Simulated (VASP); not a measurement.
A run of VASP 6.6.1 is set up as follows.

POSCAR

```
MoS2
1.0
    3.1845410000      0.0000000000      0.0000000000
   -1.5922705000      2.7578934054      0.0000000000
    0.0000000000      0.0000000000     21.6705350000
Mo S
2 4
Direct
    0.6666666667      0.3333333333      0.1488400000
    0.3333333333      0.6666666667      0.8511600000
    0.3333333333      0.6666666667      0.2203750000
    0.6666666667      0.3333333333      0.7796250000
    0.6666666667      0.3333333333      0.9227490000
    0.3333333333      0.6666666667      0.0772510000
```

INCAR.step1

```
SYSTEM = MoS2
ALGO     = Normal         ! electronic algorithm
EDIFF    = 1E-5           ! SCF threshold, eV
ENCUT    = 550            ! plane-wave cutoff, eV
GGA      = PE             ! functional
GGA_COMPAT= .False.      
ISMEAR   = -1             ! smearing method
LASPH    = .True.         ! aspherical terms in the spheres
LCHARG   = .False.        ! write CHGCAR
LREAL    = .False.        ! projectors in reciprocal space
LWAVE    = .True.         ! write WAVECAR
NBANDS   = 35             ! bands
NELM     = 120            ! most SCF steps
PREC     = Accurate       ! precision mode
SIGMA    = 0.05           ! smearing width, eV
```

The input INCAR.step2:

```
SYSTEM = MoS2
ALGO     = Normal         ! electronic algorithm
EDIFF    = 1E-6           ! SCF threshold, eV
ENCUT    = 550            ! plane-wave cutoff, eV
GGA_COMPAT= .False.      
ISIF     = 2              ! what is computed and relaxed
ISMEAR   = -1             ! smearing method
ISTART   = 1            
LASPH    = .True.         ! aspherical terms in the spheres
LCHARG   = .True.         ! write CHGCAR
LELF     = .True.         ! ELF
LMIXTAU  = .True.       
LREAL    = .False.        ! projectors in reciprocal space
LVHAR    = .True.       
LWAVE    = .False.        ! write WAVECAR
METAGGA  = R2SCAN         ! meta-GGA
NBANDS   = 35             ! bands
NELM     = 120            ! most SCF steps
PREC     = Accurate       ! precision mode
SIGMA    = 0.05           ! smearing width, eV
```

File KPOINTS:

```
k-points
0
Gamma
  8 8 1
  0 0 0
```

Potentials or basis: VASP PAW PBE potentials, release 64 (Mo_sv, S).

Launch:

```console
$ cat potpaw_PBE.64/Mo_sv/POTCAR potpaw_PBE.64/S/POTCAR > POTCAR
$ cp INCAR.step1 INCAR
$ mpirun -np 1 vasp_std > vasp.out
$ cp INCAR.step2 INCAR
$ mpirun -np 1 vasp_std > vasp.out
```

Q: Estimate the largest force.

A: 0.039 eV/Å.

Q: Estimate the band gap on the k mesh.

A: 1.53 eV (least direct gap 2.07 eV).

Forces in eV/Å, atoms in the order of the input:
```
Mo   0.000  0.000 -0.005
Mo   0.000  0.000  0.005
S    0.000  0.000  0.039
S    0.000  0.000 -0.039
S    0.000  0.000  0.025
S    0.000  0.000 -0.025
```

Caveat: the PAW data sets were made with another functional, which shifts forces and pressure a little.
